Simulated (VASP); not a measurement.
# TiPt3 (Pm-3m) in VASP: single point with PBE

Aim: the single point of TiPt3 with PBE.

Everything below comes from runs of VASP 6.6.1. Logs are shortened: lines on timing, memory, paths and dates and some standing lists are left out, and cuts for length are marked.

## Step 1: The cell of the first run

The structure is cubic, space group Pm-3m (No. 221). The conventional cell has a = 3.948 Å, b = 3.948 Å, c = 3.948 Å, α = 90.00°, β = 90.00°, γ = 90.00°. Within 3.7 Å of Ti (site symmetry m-3m) lie 12 Pt at 2.79 Å. Within 3.7 Å of Pt (site symmetry 4/mmm) lie 4 Ti at 2.79 Å and 8 Pt at 2.79 Å.

## Step 2: Single point, PBE

The input, INCAR:

```
SYSTEM = TiPt3
PREC     = Accurate       ! precision mode
ENCUT    = 500            ! plane-wave cutoff, eV
EDIFF    = 1E-6           ! SCF threshold, eV
ISMEAR   = 0              ! smearing method
SIGMA    = 0.1            ! smearing width, eV
LREAL    = .FALSE.        ! projectors in reciprocal space
LASPH    = .TRUE.         ! aspherical terms in the spheres
NELM     = 120            ! most SCF steps
ALGO     = Normal         ! electronic algorithm
ISIF     = 2              ! what is computed and relaxed
LWAVE    = .FALSE.        ! write WAVECAR
LCHARG   = .FALSE.        ! write CHGCAR
GGA      = PE             ! functional
NBANDS   = 29             ! bands
GGA_COMPAT= .FALSE.
```

The input, KPOINTS:

```
Automatic mesh
0
G
  4 4 4
  0 0 0
```

The input, POSCAR:

```
TiPt3
1.0
    3.9476364045      0.0000000000      0.0000000000
    0.0000000000      3.9476364045      0.0000000000
    0.0000000000      0.0000000000      3.9476364045
Ti Pt
1 3
Direct
    0.0000000000      0.0000000000      0.0000000000
    0.5000000000      0.5000000000      0.0000000000
    0.5000000000      0.0000000000      0.5000000000
    0.0000000000      0.5000000000      0.5000000000
```

Potentials or basis: VASP PAW PBE potentials, release 64 (Ti_sv, Pt).

Command:

```sh
$ cat potpaw_PBE.64/Ti_sv/POTCAR potpaw_PBE.64/Pt/POTCAR > POTCAR
$ mpirun -np 1 vasp_std > vasp.out
```

OUTCAR:

```text
SYSTEM = TiPt3
   PREC = Accurate
   ENCUT = 500
   EDIFF = 1E-6
   ISMEAR = 0
   LREAL = .FALSE.
   LASPH = .TRUE.
   NELM = 120
   ISIF = 2
   GGA = PE

 ion  position               nearest neighbor table
   1  0.000  0.000  0.000-   2 2.79   3 2.79   4 2.79   3 2.79   4 2.79   2 2.79   4 2.79   4 2.79
                             2 2.79   3 2.79   3 2.79   2 2.79
   2  0.500  0.500  0.000-   1 2.79   3 2.79   4 2.79   3 2.79   4 2.79   1 2.79   3 2.79   3 2.79
                             1 2.79   4 2.79   4 2.79   1 2.79
   3  0.500  0.000  0.500-   1 2.79   2 2.79   4 2.79   1 2.79   2 2.79   2 2.79   4 2.79   2 2.79
                             1 2.79   4 2.79   1 2.79   4 2.79
   4  0.000  0.500  0.500-   1 2.79   2 2.79   3 2.79   1 2.79   2 2.79   1 2.79   3 2.79   1 2.79
                             2 2.79   3 2.79   2 2.79   3 2.79

  LATTYP: Found a simple cubic cell.
 ALAT       =     3.9476364045

  Lattice vectors:

 A1 = (   3.9476364045,   0.0000000000,   0.0000000000)
 A2 = (   0.0000000000,   3.9476364045,   0.0000000000)
 A3 = (   0.0000000000,   0.0000000000,   3.9476364045)

Analysis of symmetry for initial positions (statically):
=====================================================================
 Subroutine PRICEL returns:
 Original cell was already a primitive cell.

 Routine SETGRP: Setting up the symmetry group for a
 simple cubic supercell.

 Subroutine GETGRP returns: Found 48 space group operations
 (whereof 48 operations were pure point group operations)
 out of a pool of 48 trial point group operations.

The static configuration has the point symmetry O_h .

Analysis of symmetry for dynamics (positions and initial velocities):
=====================================================================
 Subroutine PRICEL returns:
 Original cell was already a primitive cell.

 Routine SETGRP: Setting up the symmetry group for a
 simple cubic supercell.

 Subroutine GETGRP returns: Found 48 space group operations
 (whereof 48 operations were pure point group operations)
 out of a pool of 48 trial point group operations.

The dynamic configuration has the point symmetry O_h .

 Subroutine INISYM returns: Found 48 space group operations
 (whereof 48 operations are pure point group operations),
 and found     1 'primitive' translations

----------------------------------------------------------------------------------------

                                     Primitive cell

  volume of cell :      61.5193

  direct lattice vectors                    reciprocal lattice vectors
     3.947636404  0.000000000  0.000000000     0.253316136  0.000000000  0.000000000
     0.000000000  3.947636404  0.000000000     0.000000000  0.253316136  0.000000000
     0.000000000  0.000000000  3.947636404     0.000000000  0.000000000  0.253316136

  length of vectors
     3.947636404  3.947636404  3.947636404     0.253316136  0.253316136  0.253316136

  position of ions in fractional coordinates (direct lattice)
     0.000000000  0.000000000  0.000000000
     0.500000000  0.500000000  0.000000000
     0.500000000  0.000000000  0.500000000
     0.000000000  0.500000000  0.500000000

  ion indices of the primitive-cell ions
   primitive index   ion index
                 1           1
                 2           2
                 3           3
                 4           4

----------------------------------------------------------------------------------------

 KPOINTS: Automatic mesh

Automatic generation of k-mesh.
 Grid dimensions read from file:
 generate k-points for:    4    4    4

 Generating k-lattice:

  Cartesian coordinates                     Fractional coordinates (reciprocal lattice)
     0.063329034  0.000000000  0.000000000     0.250000000  0.000000000  0.000000000
     0.000000000  0.063329034  0.000000000     0.000000000  0.250000000  0.000000000
     0.000000000  0.000000000  0.063329034     0.000000000  0.000000000  0.250000000

  Length of vectors
     0.063329034  0.063329034  0.063329034

  Shift w.r.t. Gamma in fractional coordinates (k-lattice)
     0.000000000  0.000000000  0.000000000

 Subroutine IBZKPT returns following result:
 ===========================================

 Found     10 irreducible k-points:

 Following reciprocal coordinates:
            Coordinates               Weight
  0.000000  0.000000  0.000000      1.000000
  0.250000  0.000000  0.000000      6.000000
  0.500000  0.000000  0.000000      3.000000
  0.250000  0.250000  0.000000     12.000000
  0.500000  0.250000  0.000000     12.000000
  0.500000  0.500000  0.000000      3.000000
  0.250000  0.250000  0.250000      8.000000
  0.500000  0.250000  0.250000     12.000000
  0.500000  0.500000  0.250000      6.000000
  0.500000  0.500000  0.500000      1.000000
   k-points           NKPTS =     10   k-points in BZ     NKDIM =     10   number of bands    NBANDS=     29
   number of dos      NEDOS =    301   number of ions     NIONS =      4
   total plane-waves  NPLWV =  27000
   dimension x,y,z NGX =    30 NGY =   30 NGZ =   30
   dimension x,y,z NGXF=    60 NGYF=   60 NGZF=   60
   ions per type =               1   3
   NGX,Y,Z   is equivalent  to a cutoff of  12.63, 12.63, 12.63 a.u.
   NGXF,Y,Z  is equivalent  to a cutoff of  25.27, 25.27, 25.27 a.u.
 SYSTEM =  TiPt3
   PREC   = accura    normal or accurate (medium, high low for compatibility)
   ISTART =      0    job   : 0-new  1-cont  2-samecut
   ICHARG =      2    charge: 1-file 2-atom 10-const
   ISPIN  =      1    spin polarized calculation?
   LNONCOLLINEAR =      F non collinear calculations
   LSORBIT =      F    spin-orbit coupling
   LASPH  =      T    aspherical Exc in radial PAW
   ENCUT  =  500.0 eV  36.75 Ry    6.06 a.u.   7.20  7.20  7.20*2*pi/ulx,y,z
   NELM   =    120;   NELMIN=  2; NELMDL= -5     # of ELM steps
   EDIFF  = 0.1E-05   stopping-criterion for ELM
   LREAL  =      F    real-space projection
   EDIFFG = 0.1E-04   stopping-criterion for IOM
   NSW    =      0    number of steps for IOM
   IBRION =     -1    ionic relax: 0-MD 1-quasi-New 2-CG
   NFREE  =      0    steps in history (QN), initial steepest desc. (CG)
   ISIF   =      2    stress and relaxation
   ISYM   =      2    0-nonsym 1-usesym 2-fastsym
   POTIM  = 0.5000    time-step for ionic-motion
   TEBEG  =    0.0;   TEEND  =   0.0 temperature during run
   PSTRESS=    0.0 pullay stress
   NELECT =      42.0000    total number of electrons
   NUPDOWN=      -1.0000    fix difference up-down
   EMIN   =  10.00;   EMAX   =-10.00  energy-range for DOS
   EFERMI =   0.00;   METHOD = LEGACY
   ISMEAR =     0;   SIGMA  =   0.10  broadening in eV -4-tet -1-fermi 0-gaus
   EFERMI_NEDOS =   21; number of points for ismear=-14 and -15
   IALGO  =     38    algorithm
   IMIX   =      4    mixing-type and parameters
     AMIX     =   0.40;   BMIX     =  1.00
     AMIX_MAG =   1.60;   BMIX_MAG =  1.00
  volume/ion in A,a.u.               =      15.38       103.79
  Fermi-wavevector in a.u.,A,eV,Ry     =   1.441520  2.724078 28.272647  2.077981
  Thomas-Fermi vector in A             =   2.560143
   LORBIT       =      0    0 simple, 1 ext, 2 COOP (PROOUT), +10 PAW based schemes
   GGA     = PE    functional components
   LHFCALC =     F    Hartree Fock is set to
   AEXX    =    0.0000 exact exchange contribution
   IVDW    =     0    specifies the selected vdW correction
   LEPSILON=     F    determine dielectric tensor
   LRPA    =     F    only Hartree local field effects (RPA)
 non-spin polarized calculation
 Gauss-broadening in eV      SIGMA  =   0.10
  energy-cutoff  :      500.00
  volume of cell :       61.52
 maximum number of plane-waves:      1596
 NGX is ok and might be reduce to    30
   NGX = 15   NGY = 15   NGZ = 15

 number of electron      42.0000003 magnetization

 Free energy of the ion-electron system (eV)
  ---------------------------------------------------
  ext. energy  EPLUGINS =         0.00000000
  ---------------------------------------------------
  free energy    TOTEN  =       -29.56268585 eV

  energy without entropy =      -29.55171707  energy(sigma->0) =      -29.55720146

 E-fermi :  11.1513     XC(G=0): -13.0613

 val. band max:       10.9993832345   @ k =   0.5000   0.0000   0.0000
 cond. band min:      11.1632098136   @ k =   0.0000   0.0000   0.0000
 fundamental gap:      0.1638265790
 Fermi energy:        11.1513458523

 k-point     1 :       0.0000    0.0000    0.0000
  band No.  band energies     occupation
      1     -47.0475      2.00000
      2     -23.2537      2.00000
      3     -23.2537      2.00000
      4     -23.2537      2.00000
      5       1.3312      2.00000
      6       4.1438      2.00000
[... 21 lines left out ...]
     28      13.0846      0.00000
     29      19.1746      0.00000

 k-point     2 :       0.2500    0.0000    0.0000
  band No.  band energies     occupation
      1     -47.0468      2.00000
      2     -23.2653      2.00000
      3     -23.2554      2.00000
      4     -23.2554      2.00000
      5       2.1026      2.00000
      6       4.5809      2.00000
[... 21 lines left out ...]
     28      15.7886      0.00000
     29      18.2707      0.00000

 k-point     3 :       0.5000    0.0000    0.0000
  band No.  band energies     occupation
      1     -47.0461      2.00000
      2     -23.2768      2.00000
      3     -23.2571      2.00000
      4     -23.2571      2.00000
      5       3.5049      2.00000
      6       4.5711      2.00000
[... 21 lines left out ...]
     28      18.7362      0.00000
     29      18.7362      0.00000

 k-point     4 :       0.2500    0.2500    0.0000
  band No.  band energies     occupation
      1     -47.0463      2.00000
      2     -23.2669      2.00000
      3     -23.2623      2.00000
      4     -23.2570      2.00000
      5       2.7921      2.00000
      6       5.0264      2.00000
[... 21 lines left out ...]
     28      17.1442      0.00000
     29      17.5111      0.00000

 k-point     5 :       0.5000    0.2500    0.0000
  band No.  band energies     occupation
      1     -47.0458      2.00000
      2     -23.2738      2.00000
      3     -23.2639      2.00000
      4     -23.2586      2.00000
      5       4.1280      2.00000
      6       4.8979      2.00000
[... 21 lines left out ...]
     28      15.8689      0.00000
     29      20.1268      0.00000

 k-point     6 :       0.5000    0.5000    0.0000
  band No.  band energies     occupation
      1     -47.0455      2.00000
      2     -23.2708      2.00000
      3     -23.2708      2.00000
      4     -23.2602      2.00000
      5       5.0994      2.00000
      6       5.0994      2.00000
[... 21 lines left out ...]
     28      14.2039      0.00000
     29      21.2337      0.00000

 k-point     7 :       0.2500    0.2500    0.2500
  band No.  band energies     occupation
      1     -47.0460      2.00000
      2     -23.2684      2.00000
      3     -23.2616      2.00000
      4     -23.2616      2.00000
      5       3.2524      2.00000
      6       5.1316      2.00000
[... 21 lines left out ...]
     28      14.6792      0.00000
     29      18.0744      0.00000

 k-point     8 :       0.5000    0.2500    0.2500
  band No.  band energies     occupation
      1     -47.0457      2.00000
      2     -23.2707      2.00000
      3     -23.2654      2.00000
      4     -23.2609      2.00000
      5       4.1295      2.00000
      6       4.6592      2.00000
[... 21 lines left out ...]
     28      15.4820      0.00000
     29      16.2151      0.00000

 k-point     9 :       0.5000    0.5000    0.2500
  band No.  band energies     occupation
      1     -47.0456      2.00000
      2     -23.2677      2.00000
      3     -23.2677      2.00000
      4     -23.2624      2.00000
      5       4.4669      2.00000
      6       4.4669      2.00000
[... 21 lines left out ...]
     28      13.6854      0.00000
     29      18.0449      0.00000

 k-point    10 :       0.5000    0.5000    0.5000
  band No.  band energies     occupation
      1     -47.0457      2.00000
      2     -23.2645      2.00000
      3     -23.2645      2.00000
      4     -23.2645      2.00000
      5       4.0639      2.00000
      6       4.0639      2.00000
[... 21 lines left out ...]
     28      12.6376      0.00000
     29      16.5090      0.00000

------------------------ aborting loop because EDIFF is reached ----------------------------------------

  FORCE on cell =-STRESS in cart. coord.  units (eV):
  Direction    XX          YY          ZZ          XY          YZ          ZX
  --------------------------------------------------------------------------------------
  -------------------------------------------------------------------------------------
  Total       -0.2226606     -0.2226606     -0.2226606      0.0000000      0.0000000     -0.0000000
  in kB       -5.7988592     -5.7988592     -5.7988592      0.0000000      0.0000000     -0.0000000
  external PRESSURE =      -5.7988592 kB  Pullay stress =       0.0000000 kB

 VOLUME and BASIS-vectors are now :
 -----------------------------------------------------------------------------
  energy-cutoff  :      500.00
  volume of cell :       61.52
      direct lattice vectors                 reciprocal lattice vectors
     3.947636404  0.000000000  0.000000000     0.253316136  0.000000000  0.000000000
     0.000000000  3.947636404  0.000000000     0.000000000  0.253316136  0.000000000
     0.000000000  0.000000000  3.947636404     0.000000000  0.000000000  0.253316136

 POSITION                                       TOTAL-FORCE (eV/Angst)
 -----------------------------------------------------------------------------------
      0.00000      0.00000      0.00000         0.000000      0.000000      0.000000
      1.97382      1.97382      0.00000         0.000000      0.000000      0.000000
      1.97382      0.00000      1.97382         0.000000      0.000000      0.000000
      0.00000      1.97382      1.97382         0.000000      0.000000      0.000000
 -----------------------------------------------------------------------------------
    total drift:                                0.000000      0.000000     -0.000000

  FREE ENERGIE OF THE ION-ELECTRON SYSTEM (eV)
  ---------------------------------------------------
  free  energy   TOTEN  =       -29.5626858539 eV

  energy  without entropy=      -29.5517170682  energy(sigma->0) =      -29.55720146
```

It took 15 s on 1 thread of AMD EPYC 9R45 (Zen 5), shared host; peak memory 0.14 GiB.

Results:

```yaml
Free_energy: -29.5627 eV
Pressure: -0.6 GPa
Band_gap_on_the_k_mesh: zero (band 21 reaches 12.49 eV, above the bottom of band 22 at 10.70 eV)
```

Caveat: the k points lie up to 0.40 Å⁻¹ apart; spin-orbit coupling is left out, which moves the levels of the heavy elements.
